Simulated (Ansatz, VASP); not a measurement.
# CrCoPt2: VASP beside Ansatz

```xyz
4
Lattice="3.8190 0.0000 0.0000 0.0000 3.8190 0.0000 0.0000 0.0000 3.7460" Properties=species:S:1:pos:R:3 pbc="T T T"
Cr    0.0000    0.0000    0.0000
Co    1.9095    1.9095    0.0000
Pt    0.0000    1.9095    1.8730
Pt    1.9095    0.0000    1.8730
```

Alike in both runs: task single point; functional LDA; k mesh 8 × 8 × 8; occupations fermi-dirac, width 0.05 eV; no spin polarisation.

|  | VASP | Ansatz |
| --- | --- | --- |
| version | VASP 6.6.1 | Ansatz 0.2.0 |
| potentials or method | VASP PAW LDA potentials, release 64 (Cr_pv, Co, Pt) | PAW with Ansatz's default frozen-core files, scalar-relativistic |
| plane-wave cutoff (eV) | 520 | 420 |
| valence electrons in the cell | 41 | 67 |

|  | VASP | Ansatz | Ansatz less VASP |
| --- | --- | --- | --- |
| pressure (GPa) | -20.5 | -20.8 | -0.34 |
| traceless stress, the component that is largest in VASP (GPa) | 0.43 | 0.52 | +0.092 |

LDA's correlation is that of Perdew and Zunger in VASP and of Perdew and Wang (1992) in Ansatz. VASP's potentials hold 41 valence electrons a cell and Ansatz's 67, so a difference there can come from the potentials and not from the codes.

Spin-orbit coupling is off throughout.
